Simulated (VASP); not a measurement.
# Ga (Im-3m) in VASP: a series of runs

Runs on Ga. Level: PBEsol. Tasks: single point, relaxation of cell and atoms.

Program: VASP 6.6.1. These are calculated values, not measurements. Logs are shortened: lines on timing, memory, paths and dates and some standing lists are left out, and cuts for length are marked.

### Step 1. The cell of the first run

The structure is cubic, space group Im-3m (No. 229). The conventional cell has a = 3.307 Å, b = 3.307 Å, c = 3.307 Å, α = 90.00°, β = 90.00°, γ = 90.00°. Within 3.8 Å of Ga (site symmetry m-3m) lie 14 Ga at 2.86 to 3.31 Å.

### Step 2. Single point, PBEsol

Input file INCAR:

```
SYSTEM = Ga
PREC = Accurate
ENCUT = 520
EDIFF = 1E-7
ISMEAR = 0
SIGMA = 0.1
LREAL = .FALSE.
LASPH = .TRUE.
NELM = 80
ALGO = Normal
ISIF = 2
LWAVE = .FALSE.
LCHARG = .TRUE.
GGA = PS
LELF = .TRUE.
LVHAR = .TRUE.
NBANDS = 12
```

Input file KPOINTS:

```
regular mesh
0
G
  8 8 8
  0 0 0
```

Input file POSCAR:

```
Ga
1.0
   -1.6535411112      1.6535411112      1.6535411112
    1.6535411112     -1.6535411112      1.6535411112
    1.6535411112      1.6535411112     -1.6535411112
Ga
1
Direct
    0.0000000000      0.0000000000      0.0000000000
```

Potentials or basis: VASP PAW PBE potentials, release 64 (Ga_d).

Run with:

```console
> cat potpaw_PBE.64/Ga_d/POTCAR > POTCAR
> mpirun -np 1 vasp_std > vasp.out
```

OUTCAR:

```text
SYSTEM = Ga
   PREC = Accurate
   ENCUT = 520
   EDIFF = 1E-7
   ISMEAR = 0
   LREAL = .FALSE.
   LASPH = .TRUE.
   NELM = 80
   ISIF = 2
   GGA = PS

 ion  position               nearest neighbor table
   1  0.000  0.000  0.000-

  LATTYP: Found a body centered cubic cell.
 ALAT       =     3.3070822224

  Lattice vectors:

 A1 = (  -1.6535411112,   1.6535411112,   1.6535411112)
 A2 = (   1.6535411112,  -1.6535411112,   1.6535411112)
 A3 = (   1.6535411112,   1.6535411112,  -1.6535411112)

Analysis of symmetry for initial positions (statically):
=====================================================================
 Subroutine PRICEL returns:
 Original cell was already a primitive cell.

 Routine SETGRP: Setting up the symmetry group for a
 body centered cubic supercell.

 Subroutine GETGRP returns: Found 48 space group operations
 (whereof 48 operations were pure point group operations)
 out of a pool of 48 trial point group operations.

The static configuration has the point symmetry O_h .

Analysis of symmetry for dynamics (positions and initial velocities):
=====================================================================
 Subroutine PRICEL returns:
 Original cell was already a primitive cell.

 Routine SETGRP: Setting up the symmetry group for a
 body centered cubic supercell.

 Subroutine GETGRP returns: Found 48 space group operations
 (whereof 48 operations were pure point group operations)
 out of a pool of 48 trial point group operations.

The dynamic configuration has the point symmetry O_h .

 Subroutine INISYM returns: Found 48 space group operations
 (whereof 48 operations are pure point group operations),
 and found     1 'primitive' translations

----------------------------------------------------------------------------------------

                                     Primitive cell

  volume of cell :      18.0844

  direct lattice vectors                    reciprocal lattice vectors
    -1.653541111  1.653541111  1.653541111     0.000000000  0.302381354  0.302381354
     1.653541111 -1.653541111  1.653541111     0.302381354  0.000000000  0.302381354
     1.653541111  1.653541111 -1.653541111     0.302381354  0.302381354  0.000000000

  length of vectors
     2.864017217  2.864017217  2.864017217     0.427631812  0.427631812  0.427631812

  position of ions in fractional coordinates (direct lattice)
     0.000000000  0.000000000  0.000000000

  ion indices of the primitive-cell ions
   primitive index   ion index
                 1           1

----------------------------------------------------------------------------------------

 KPOINTS: regular mesh

Automatic generation of k-mesh.
 Grid dimensions read from file:
 generate k-points for:    8    8    8

 Generating k-lattice:

  Cartesian coordinates                     Fractional coordinates (reciprocal lattice)
     0.000000000  0.037797669  0.037797669     0.125000000  0.000000000  0.000000000
     0.037797669  0.000000000  0.037797669     0.000000000  0.125000000  0.000000000
     0.037797669  0.037797669  0.000000000     0.000000000  0.000000000  0.125000000

  Length of vectors
     0.053453976  0.053453976  0.053453976

  Shift w.r.t. Gamma in fractional coordinates (k-lattice)
     0.000000000  0.000000000  0.000000000

 Subroutine IBZKPT returns following result:
 ===========================================

 Found     29 irreducible k-points:

 Following reciprocal coordinates:
            Coordinates               Weight
  0.000000  0.000000  0.000000      1.000000
  0.125000  0.000000  0.000000     12.000000
  0.250000  0.000000  0.000000     12.000000
  0.375000  0.000000  0.000000     12.000000
  0.500000  0.000000  0.000000      6.000000
  0.125000  0.125000  0.000000     24.000000
[... 16 lines left out ...]
 -0.250000  0.250000  0.250000      6.000000
 -0.375000  0.375000  0.250000     24.000000
 [... further k-points ...]
   k-points           NKPTS =     29   k-points in BZ     NKDIM =     29   number of bands    NBANDS=     12
   number of dos      NEDOS =    301   number of ions     NIONS =      1
   total plane-waves  NPLWV =  13824
   dimension x,y,z NGX =    24 NGY =   24 NGZ =   24
   dimension x,y,z NGXF=    48 NGYF=   48 NGZF=   48
   ions per type =               1
   NGX,Y,Z   is equivalent  to a cutoff of  13.93, 13.93, 13.93 a.u.
   NGXF,Y,Z  is equivalent  to a cutoff of  27.86, 27.86, 27.86 a.u.
 SYSTEM =  Ga
   PREC   = accura    normal or accurate (medium, high low for compatibility)
   ISTART =      0    job   : 0-new  1-cont  2-samecut
   ICHARG =      2    charge: 1-file 2-atom 10-const
   ISPIN  =      1    spin polarized calculation?
   LNONCOLLINEAR =      F non collinear calculations
   LSORBIT =      F    spin-orbit coupling
   LASPH  =      T    aspherical Exc in radial PAW
   ENCUT  =  520.0 eV  38.22 Ry    6.18 a.u.   5.33  5.33  5.33*2*pi/ulx,y,z
   NELM   =     80;   NELMIN=  2; NELMDL= -5     # of ELM steps
   EDIFF  = 0.1E-06   stopping-criterion for ELM
   LREAL  =      F    real-space projection
   EDIFFG = 0.1E-05   stopping-criterion for IOM
   NSW    =      0    number of steps for IOM
   IBRION =     -1    ionic relax: 0-MD 1-quasi-New 2-CG
   NFREE  =      0    steps in history (QN), initial steepest desc. (CG)
   ISIF   =      2    stress and relaxation
   ISYM   =      2    0-nonsym 1-usesym 2-fastsym
   POTIM  = 0.5000    time-step for ionic-motion
   TEBEG  =    0.0;   TEEND  =   0.0 temperature during run
   PSTRESS=    0.0 pullay stress
   NELECT =      13.0000    total number of electrons
   NUPDOWN=      -1.0000    fix difference up-down
   EMIN   =  10.00;   EMAX   =-10.00  energy-range for DOS
   EFERMI =   0.00;   METHOD = LEGACY
   ISMEAR =     0;   SIGMA  =   0.10  broadening in eV -4-tet -1-fermi 0-gaus
   EFERMI_NEDOS =   21; number of points for ismear=-14 and -15
   IALGO  =     38    algorithm
   IMIX   =      4    mixing-type and parameters
     AMIX     =   0.40;   BMIX     =  1.00
     AMIX_MAG =   1.60;   BMIX_MAG =  1.00
  volume/ion in A,a.u.               =      18.08       122.04
  Fermi-wavevector in a.u.,A,eV,Ry     =   1.466519  2.771319 29.261740  2.150677
  Thomas-Fermi vector in A             =   2.582247
   LORBIT       =      0    0 simple, 1 ext, 2 COOP (PROOUT), +10 PAW based schemes
   GGA     = PS    functional components
   LHFCALC =     F    Hartree Fock is set to
   AEXX    =    0.0000 exact exchange contribution
   IVDW    =     0    specifies the selected vdW correction
   LEPSILON=     F    determine dielectric tensor
   LRPA    =     F    only Hartree local field effects (RPA)
 non-spin polarized calculation
 Gauss-broadening in eV      SIGMA  =   0.10
  energy-cutoff  :      520.00
  volume of cell :       18.08
 maximum number of plane-waves:       496
 NGX is ok and might be reduce to    24
   NGX = 11   NGY = 11   NGZ = 11

 number of electron      13.0000008 magnetization

 Free energy of the ion-electron system (eV)
  ---------------------------------------------------
  ext. energy  EPLUGINS =         0.00000000
  ---------------------------------------------------
  free energy    TOTEN  =        -3.27316980 eV

  energy without entropy =       -3.26774003  energy(sigma->0) =       -3.27045492

 E-fermi :   5.9882     XC(G=0): -11.3660

 val. band max:        5.9754875816   @ k =  -0.3750   0.3750   0.1250
 cond. band min:       5.9946637039   @ k =  -0.3750   0.5000   0.2500
 fundamental gap:      0.0191761223
 Fermi energy:         5.9882319150

 k-point     1 :       0.0000    0.0000    0.0000
  band No.  band energies     occupation
      1      -9.1001      2.00000
      2      -9.1001      2.00000
      3      -9.1001      2.00000
      4      -8.8910      2.00000
      5      -8.8910      2.00000
      6      -5.5725      2.00000
      7      18.8829      0.00000
      8      18.8829      0.00000
      9      18.8829      0.00000
     10      23.4130      0.00000
     11      23.4130      0.00000
     12      23.4130      0.00000

 k-point     2 :       0.1250    0.0000    0.0000
  band No.  band energies     occupation
      1      -9.1142      2.00000
      2      -9.0926      2.00000
      3      -9.0522      2.00000
      4      -8.9045      2.00000
      5      -8.8910      2.00000
      6      -5.1325      2.00000
      7      15.4881      0.00000
      8      17.1978      0.00000
      9      18.1348      0.00000
     10      20.7823      0.00000
     11      20.8742      0.00000
     12      22.9792      0.00000

 k-point     3 :       0.2500    0.0000    0.0000
  band No.  band energies     occupation
      1      -9.1481      2.00000
      2      -9.1023      2.00000
      3      -8.9341      2.00000
      4      -8.9205      2.00000
      5      -8.8904      2.00000
      6      -3.7955      2.00000
      7      10.2757      0.00000
      8      15.0153      0.00000
      9      16.6352      0.00000
     10      18.9770      0.00000
     11      19.1857      0.00000
     12      23.8379      0.00000
[... 286 lines left out ...]
 k-point    23 :      -0.2500    0.2500    0.2500
  band No.  band energies     occupation
      1      -9.0470      2.00000
      2      -8.9907      2.00000
      3      -8.9907      2.00000
      4      -8.9654      2.00000
      5      -8.9442      2.00000
      6      -2.0213      2.00000
      7      11.1957      0.00000
      8      11.1957      0.00000
      9      11.8388      0.00000
     10      14.6712      0.00000
     11      25.6125      0.00000
     12      25.6131      0.00000

 k-point    24 :      -0.3750    0.3750    0.2500
  band No.  band energies     occupation
      1      -9.1071      2.00000
      2      -9.0358      2.00000
      3      -8.9929      2.00000
      4      -8.9278      2.00000
      5      -8.8319      2.00000
      6       0.1868      2.00000
      7       7.1713      0.00000
      8       9.8046      0.00000
      9      11.7347      0.00000
     10      15.0385      0.00000
     11      21.5358      0.00000
     12      24.7152      0.00000

 [... further k-points ...]
[... 5 lines left out ...]
  --------------------------------------------------------------------------------------
  -------------------------------------------------------------------------------------
  Total        0.0053101      0.0053101      0.0053101      0.0000000      0.0000000      0.0000000
  in kB        0.4704445      0.4704445      0.4704445      0.0000000      0.0000000      0.0000000
  external PRESSURE =       0.4704445 kB  Pullay stress =       0.0000000 kB

 VOLUME and BASIS-vectors are now :
 -----------------------------------------------------------------------------
  energy-cutoff  :      520.00
  volume of cell :       18.08
      direct lattice vectors                 reciprocal lattice vectors
    -1.653541111  1.653541111  1.653541111     0.000000000  0.302381354  0.302381354
     1.653541111 -1.653541111  1.653541111     0.302381354  0.000000000  0.302381354
     1.653541111  1.653541111 -1.653541111     0.302381354  0.302381354  0.000000000

 POSITION                                       TOTAL-FORCE (eV/Angst)
 -----------------------------------------------------------------------------------
      0.00000      0.00000      0.00000        -0.000000      0.000000     -0.000000
 -----------------------------------------------------------------------------------
    total drift:                                0.000000      0.000000     -0.000000

  FREE ENERGIE OF THE ION-ELECTRON SYSTEM (eV)
  ---------------------------------------------------
  free  energy   TOTEN  =        -3.2731697960 eV

  energy  without entropy=       -3.2677400350  energy(sigma->0) =       -3.27045492
```

It took 2.9 s on 1 thread of Intel Xeon 6975P-C (Granite Rapids), shared host; peak memory 0.13 GiB.

Results:

```
Free energy : -3.2732 eV
Pressure    : 0.0 GPa
```

Caveat: the PAW data sets were made with another functional, which shifts forces and pressure a little.

### Step 3. Relaxation of cell and atoms, PBEsol

This run uses another cell than the first one, of 21.10 Å³/atom, 1.166 times its volume.

Input file INCAR:

```
SYSTEM = Ga
  PREC = Accurate
  ENCUT = 600
  EDIFF = 1E-6
  ISMEAR = 0
  SIGMA = 0.1
  LREAL = .FALSE.
  LASPH = .TRUE.
  NELM = 80
  ALGO = Fast
  ISIF = 3
  LWAVE = .FALSE.
  LCHARG = .FALSE.
  GGA = PS
  IBRION = 2
  NSW = 90
  EDIFFG = -0.04
```

KPOINTS is that of step 2.

Input file POSCAR:

```
Ga
1.0
   -1.7406372864      1.7406372864      1.7406372864
    1.7406372864     -1.7406372864      1.7406372864
    1.7406372864      1.7406372864     -1.7406372864
Ga
1
Direct
    0.0000000000      0.0000000000      0.0000000000
```

Potentials or basis: VASP PAW PBE potentials, release 64 (Ga_d).

Run with:

```console
> cat potpaw_PBE.64/Ga_d/POTCAR > POTCAR
> mpirun -np 1 vasp_std > vasp.out
```

OUTCAR:

```text
SYSTEM = Ga
   PREC = Accurate
   ENCUT = 600
   EDIFF = 1E-6
   ISMEAR = 0
   LREAL = .FALSE.
   LASPH = .TRUE.
   NELM = 80
   ISIF = 3
   GGA = PS
   IBRION = 2
   NSW = 90
   EDIFFG = -0.04

 ion  position               nearest neighbor table
   1  0.000  0.000  0.000-

  LATTYP: Found a body centered cubic cell.
 ALAT       =     3.4812745728

  Lattice vectors:

 A1 = (  -1.7406372864,   1.7406372864,   1.7406372864)
 A2 = (   1.7406372864,  -1.7406372864,   1.7406372864)
 A3 = (   1.7406372864,   1.7406372864,  -1.7406372864)

Analysis of symmetry for initial positions (statically):
=====================================================================
 Subroutine PRICEL returns:
 Original cell was already a primitive cell.

 Routine SETGRP: Setting up the symmetry group for a
 body centered cubic supercell.

 Subroutine GETGRP returns: Found 48 space group operations
 (whereof 48 operations were pure point group operations)
 out of a pool of 48 trial point group operations.

The static configuration has the point symmetry O_h .

Analysis of symmetry for dynamics (positions and initial velocities):
=====================================================================
 Subroutine PRICEL returns:
 Original cell was already a primitive cell.

 Routine SETGRP: Setting up the symmetry group for a
 body centered cubic supercell.

 Subroutine GETGRP returns: Found 48 space group operations
 (whereof 48 operations were pure point group operations)
 out of a pool of 48 trial point group operations.

The dynamic configuration has the point symmetry O_h .

 Subroutine INISYM returns: Found 48 space group operations
 (whereof 48 operations are pure point group operations),
 and found     1 'primitive' translations

----------------------------------------------------------------------------------------

[... 121 lines left out ...]
 conjugate gradient relaxation of ions
 non-spin polarized calculation
 RMM-DIIS sequential band-by-band and
 Gauss-broadening in eV      SIGMA  =   0.10
  energy-cutoff  :      600.00
  volume of cell :       21.10
 maximum number of plane-waves:       716
   NGX = 13   NGY = 13   NGZ = 13

--------------------------------------- Ionic step        1  -------------------------------------------

 number of electron      13.0000008 magnetization

 Free energy of the ion-electron system (eV)
  ---------------------------------------------------
  ext. energy  EPLUGINS =         0.00000000
  ---------------------------------------------------
  free energy    TOTEN  =        -3.20640341 eV

  energy without entropy =       -3.20001211  energy(sigma->0) =       -3.20320776

------------------------ aborting loop because EDIFF is reached ----------------------------------------

  FORCE on cell =-STRESS in cart. coord.  units (eV):
  Direction    XX          YY          ZZ          XY          YZ          ZX
  --------------------------------------------------------------------------------------
  -------------------------------------------------------------------------------------
  Total       -0.7953176     -0.7953176     -0.7953176     -0.0000000      0.0000000     -0.0000000
  in kB      -60.4040925    -60.4040925    -60.4040925     -0.0000000      0.0000000     -0.0000000
  external PRESSURE =     -60.4040925 kB  Pullay stress =       0.0000000 kB
[... 92 lines left out ...]
--------------------------------------- Ionic step        4  -------------------------------------------

 number of electron      13.0000008 magnetization

 Free energy of the ion-electron system (eV)
  ---------------------------------------------------
  ext. energy  EPLUGINS =         0.00000000
  ---------------------------------------------------
  free energy    TOTEN  =        -3.27408824 eV

  energy without entropy =       -3.26865294  energy(sigma->0) =       -3.27137059

 E-fermi :   6.0002     XC(G=0): -11.3717

 val. band max:        5.9873739831   @ k =  -0.3750   0.3750   0.1250
 cond. band min:       6.0069645869   @ k =  -0.3750   0.5000   0.2500
 fundamental gap:      0.0195906037
 Fermi energy:         6.0002499056

 k-point     1 :       0.0000    0.0000    0.0000
  band No.  band energies     occupation
      1      -9.0904      2.00000
      2      -9.0904      2.00000
      3      -9.0904      2.00000
      4      -8.8808      2.00000
      5      -8.8808      2.00000
      6      -5.5705      2.00000
      7      18.9088      0.00000
      8      18.9088      0.00000
      9      18.9088      0.00000
     10      23.4372      0.00000
[... 287 lines left out ...]
 k-point    24 :      -0.3750    0.3750    0.2500
  band No.  band energies     occupation
      1      -9.0975      2.00000
      2      -9.0261      2.00000
      3      -8.9830      2.00000
      4      -8.9177      2.00000
      5      -8.8215      2.00000
      6       0.1942      2.00000
      7       7.1842      0.00000
      8       9.8188      0.00000
      9      11.7527      0.00000
     10      15.0550      0.00000

 [... further k-points ...]
[... 5 lines left out ...]
  --------------------------------------------------------------------------------------
  -------------------------------------------------------------------------------------
  Total       -0.0044612     -0.0044612     -0.0044612     -0.0000000     -0.0000000      0.0000000
  in kB       -0.3956995     -0.3956995     -0.3956995     -0.0000000     -0.0000000      0.0000000
  external PRESSURE =      -0.3956995 kB  Pullay stress =       0.0000000 kB
[... 16 lines left out ...]
  FREE ENERGIE OF THE ION-ELECTRON SYSTEM (eV)
  ---------------------------------------------------
  free  energy   TOTEN  =        -3.2740882365 eV

  energy  without entropy=       -3.2686529368  energy(sigma->0) =       -3.27137059

 reached required accuracy - stopping structural energy minimisation
```

OSZICAR:

```text
N       E                     dE             d eps       ncg     rms          rms(c)
DAV:   1     0.394630537190E+02    0.39463E+02   -0.75769E+03   588   0.228E+03
DAV:   2    -0.153778190201E+01   -0.41001E+02   -0.40077E+02   600   0.268E+02
DAV:   3    -0.322334702768E+01   -0.16856E+01   -0.16792E+01   664   0.468E+01
[... 34 lines left out ...]
RMM:   2    -0.327594167369E+01    0.73881E-02   -0.10795E-02   592   0.185E+00    0.248E-01
RMM:   3    -0.327427359729E+01    0.16681E-02   -0.23614E-03   589   0.817E-01    0.552E-02
RMM:   4    -0.327408528265E+01    0.18831E-03   -0.38364E-04   627   0.277E-01    0.325E-03
RMM:   5    -0.327408753777E+01   -0.22551E-05   -0.35124E-05   637   0.893E-02    0.318E-03
RMM:   6    -0.327408823652E+01   -0.69875E-06   -0.64771E-06   497   0.370E-02
   4 F= -.32740882E+01 E0= -.32713706E+01  d E =-.676848E-01
```

Run time: 8.5 s. Hardware: 1 thread of Intel Xeon 6975P-C (Granite Rapids), shared host; peak memory 0.14 GiB.

What came out:

| Item | Value |
| --- | --- |
| Free energy | -3.2741 eV |
| Relaxed volume | 18.06 Å³/atom |
| Relaxed cell | a = 2.863 Å, b = 2.863 Å, c = 2.863 Å, α = 109.47°, β = 109.47°, γ = 109.47° |
| Space group after relaxing (to 0.05 Å) | Im-3m (No. 229) |
| Energy gained by relaxing | 67.7 meV/atom |
| Ionic steps | 4 |
| Pressure after relaxing | 0.0 GPa |

Step by step:
```csv
step,energy change (eV),largest force (eV/Å),pressure (GPa),volume (Å³)
1,0.0000,0.0000,-6.04,21.10
2,-0.0633,0.0000,-2.26,18.76
3,-0.0674,0.0000,0.49,17.92
4,-0.0677,0.0000,-0.04,18.06
```

Final structure:
```cif
data_structure
_symmetry_space_group_name_H-M 'P 1'
_symmetry_Int_Tables_number 1
_cell_length_a 2.8629
_cell_length_b 2.8629
_cell_length_c 2.8629
_cell_angle_alpha 109.471
_cell_angle_beta 109.471
_cell_angle_gamma 109.471
_cell_volume 18.06
loop_
_atom_site_label
_atom_site_type_symbol
_atom_site_fract_x
_atom_site_fract_y
_atom_site_fract_z
_atom_site_occupancy
Ga1 Ga 0.00000 0.00000 0.00000 1
```

Caveat: the PAW data sets were made with another functional, which shifts forces and pressure a little.

[end of part 1 of 2]
